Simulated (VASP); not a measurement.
SrHg3O4: single point with PBE

SrHg3O4:

```
CELL_PARAMETERS angstrom
4.92683 0.00000 0.00000
0.00000 4.92683 0.00000
0.00000 0.00000 4.92683
ATOMIC_POSITIONS crystal
Sr 0.00000 0.00000 0.00000
Hg 0.00000 0.50000 0.50000
Hg 0.50000 0.00000 0.50000
Hg 0.50000 0.50000 0.00000
O 0.50000 0.00000 0.00000
O 0.50000 0.50000 0.50000
O 0.00000 0.00000 0.50000
O 0.00000 0.50000 0.00000
```

```yaml
Program: VASP 6.6.1
Task: single point
Functional: PBE
Potentials_or_basis: VASP PAW PBE potentials, release 64 (Sr_sv, Hg, O)
Cutoff: 520 eV
k_mesh: 4 × 4 × 4
Occupations: gaussian, width 0.1 eV
Spin: no spin polarisation
Dipole_correction: no
Further_INCAR_settings: ALGO = Normal; EDIFF = 1e-06; NBANDS = 45
```

* Pressure: 5.2 GPa
* Band gap on the k mesh: zero (band 35 reaches 2.39 eV, above the bottom of band 36 at 1.26 eV)

Levels at points of the mesh, in eV from the Fermi level:
| k point | band 33 | band 34 | band 35 | band 36 | band 37 | band 38 |
| --- | --- | --- | --- | --- | --- | --- |
| (0.00, 0.00, 0.00) | -2.07 | -1.16 | -1.16 | -1.16 | 0.51 | 0.51 |
| (0.50, 0.00, 0.00) | -2.15 | -1.03 | -1.03 | 1.84 | 2.00 | 3.00 |
| (0.50, 0.50, 0.00) | -0.20 | -0.20 | -0.12 | 3.24 | 3.30 | 3.30 |
| (0.50, 0.50, 0.50) | -0.03 | -0.03 | -0.03 | 3.39 | 4.42 | 4.42 |

Run time: 28 s on 1 thread of Intel(R) Xeon(R) 6975P-C (Granite Rapids) (shared host), peak memory 0.26 GiB.

Caveat: spin-orbit coupling is left out, which moves the levels of the heavy elements.
